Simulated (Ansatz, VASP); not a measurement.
# Two plane-wave programs on Ni

Contents of POSCAR:

```
Ni
1.0
    4.0909448089      0.0000000000      0.0000000000
   -2.0454724045      3.5428621300      0.0000000000
    0.0000000000      0.0000000000      2.4579655613
Ni
3
Direct
    1.0000000000      0.0000000000      0.0000000000
    0.3333333333      0.6666666667      0.5000000000
    0.6666666667      0.3333333333      0.5000000000
```

INCAR.step1

```
SYSTEM = Ni
ALGO     = Normal         ! electronic algorithm
EDIFF    = 1E-4           ! SCF threshold, eV
ENCUT    = 520            ! plane-wave cutoff, eV
GGA      = PE             ! functional
ISMEAR   = -1             ! smearing method
LASPH    = .True.         ! aspherical terms in the spheres
LCHARG   = .False.        ! write CHGCAR
LREAL    = .False.        ! projectors in reciprocal space
LWAVE    = .True.         ! write WAVECAR
NBANDS   = 22             ! bands
NELM     = 100            ! most SCF steps
PREC     = Accurate       ! precision mode
SIGMA    = 0.1            ! smearing width, eV
```

INCAR.step2

```
SYSTEM = Ni
ALGO     = Normal         ! electronic algorithm
EDIFF    = 1E-6           ! SCF threshold, eV
ENCUT    = 520            ! plane-wave cutoff, eV
ISIF     = 2              ! what is computed and relaxed
ISMEAR   = -1             ! smearing method
ISTART   = 1            
LASPH    = .True.         ! aspherical terms in the spheres
LCHARG   = .False.        ! write CHGCAR
LMIXTAU  = .True.       
LREAL    = .False.        ! projectors in reciprocal space
LWAVE    = .False.        ! write WAVECAR
METAGGA  = R2SCAN         ! meta-GGA
NBANDS   = 22             ! bands
NELM     = 100            ! most SCF steps
PREC     = Accurate       ! precision mode
SIGMA    = 0.1            ! smearing width, eV
```

The input KPOINTS:

```
k-points
0
Gamma
  10 10 15
  0 0 0
```

Input for Ansatz:

```yaml
crystal:
  lattice:
    - [4.0909448089, 0.0, 0.0]
    - [-2.0454724045, 3.54286213, 0.0]
    - [0.0, 0.0, 2.4579655613]
  atoms:
    - { symbol: Ni, position: [1.0, 0.0, 0.0] }
    - { symbol: Ni, position: [0.3333333333, 0.6666666667, 0.5] }
    - { symbol: Ni, position: [0.6666666667, 0.3333333333, 0.5] }
hamiltonian:
  xc: r2scan
  pseudopotentials:
    kind: paw
    azcp:
      Ni: "pseudopotentials/Ni.paw.azcp"
basis:
  ecutwfc: 500
  fft_grid_basis: typed
kpoints:
  mp_grid: { grid: [10, 10, 15], shift: [0, 0, 0] }
magnetization:
  spin_polarized: false
scf:
  occupations: { method: fermi_dirac, width: 0.1 }
  lower_state_search: "off"
output:
  stress: true
```

Alike in both runs: task single point; functional r2SCAN; k mesh 10 × 10 × 15; occupations fermi-dirac, width 0.1 eV; no spin polarisation.

|  | VASP | Ansatz |
| --- | --- | --- |
| version | VASP 6.6.1 | Ansatz 0.2.0 |
| potentials or method | VASP PAW PBE potentials, release 64 (Ni), cutoff 520 eV | plane waves (500 eV) with PAW, scalar-relativistic |
| valence electrons in the cell | 30 | 54 |

|  | VASP | Ansatz | Ansatz less VASP |
| --- | --- | --- | --- |
| pressure (GPa) | -18.3 | -18.8 | -0.48 |
| traceless stress, the component that is largest in VASP (GPa) | 0.31 | 0.41 | +0.093 |

VASP's potentials were made for PBE, not for r2SCAN. VASP's potentials hold 30 valence electrons a cell and Ansatz's 54, so a difference there can come from the potentials and not from the codes.
